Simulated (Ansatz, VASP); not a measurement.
Two plane-wave programs on HfO2

```
Hf O
1.0
     5.09761    0.00000    0.00000
     0.00000   -5.09761    0.00000
     0.00000    0.00000   -5.09761
Hf O
4 8
Direct
  0.96671 0.96671 0.00000
  0.50000 0.50000 0.00000
  0.50000 0.00000 0.50000
  0.00000 0.50000 0.50000
  0.25000 0.25000 0.25000
  0.75000 0.75000 0.25000
  0.75000 0.25000 0.75000
  0.25000 0.75000 0.75000
  0.75000 0.75000 0.75000
  0.25000 0.25000 0.75000
  0.25000 0.75000 0.25000
  0.75000 0.25000 0.25000
```

Alike in both runs: task single point; functional PBE; k mesh 6 × 6 × 6; occupations gaussian, width 0.05 eV; no spin polarisation.

```csv
,VASP,Ansatz
version,VASP 6.6.1,Ansatz 0.2.0
potentials or method,"VASP PAW PBE potentials, release 64 (Hf_pv, O), cutoff 520 eV","scalar-relativistic, plane waves, PAW"
valence electrons in the cell,88,152
```

```csv
,VASP,Ansatz,Ansatz less VASP
gap on the k mesh at the Fermi level (eV),3.37,3.39,+0.016
least direct gap on the mesh (eV),3.37,3.39,+0.016
pressure (GPa),-1.8,1.8,+3.58
"traceless stress, the component that is largest in VASP (GPa)",-1.82,-1.82,-0.003
rms of the force components (eV/Å),0.925,0.935,+0.0106
```

Atom by atom the forces differ by 0.020 eV/Å (rms over components). VASP's potentials hold 88 valence electrons a cell and Ansatz's 152, so a difference there can come from the potentials and not from the codes.

Spin-orbit coupling is off throughout.
